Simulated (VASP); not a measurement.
Runs of VASP 6.6.1 on TaN. The structure is that of space group P6/mmm (No. 191), or close to it. The cells are those of the table. 

| cell | gap on the mesh (eV) | pressure (GPa) |
| --- | --- | --- |
| a = 5.191, b = 5.191, c = 2.908 Å, angles 90.0, 90.0, 120.0°, 6 atoms | none | (a) |
| a = 5.085, b = 5.085, c = 2.849 Å, angles 90.0, 90.0, 120.0°, 6 atoms | none | 24.2 |
| a = 5.225, b = 5.225, c = 2.927 Å, angles 90.0, 90.0, 120.0°, 6 atoms | none | -5.3 |
| a = 5.156, b = 5.156, c = 2.888 Å, angles 90.0, 90.0, 120.0°, 6 atoms | none | (b) |
| a = 5.121, b = 5.121, c = 2.869 Å, angles 90.0, 90.0, 120.0°, 6 atoms | none | 15.6 |

Alike in all rows: task single point; level PBEsol; potentials or basis VASP PAW PBE potentials, release 64 (Ta_sv_GW, N); no spin polarisation; k mesh 5 × 5 × 8; cutoff (eV) 700; smearing fermi-dirac 0.1 eV.

Estimate the missing entries.

(a) 1.0; (b) 7.9.

Caveats: the PAW data sets were made with another functional, which shifts forces and pressure a little; spin-orbit coupling is left out, which moves the levels of the heavy elements; the cell stands under pressure (at least some runs); the stress differs along the axes, from 22 to 30 GPa (at least some runs); the cell stands under tension (at least some runs).

A k mesh can miss the band edges, and the runs leave out spin-orbit coupling on Ta.

A gap of «none» marks levels without a gap at the run's occupations.
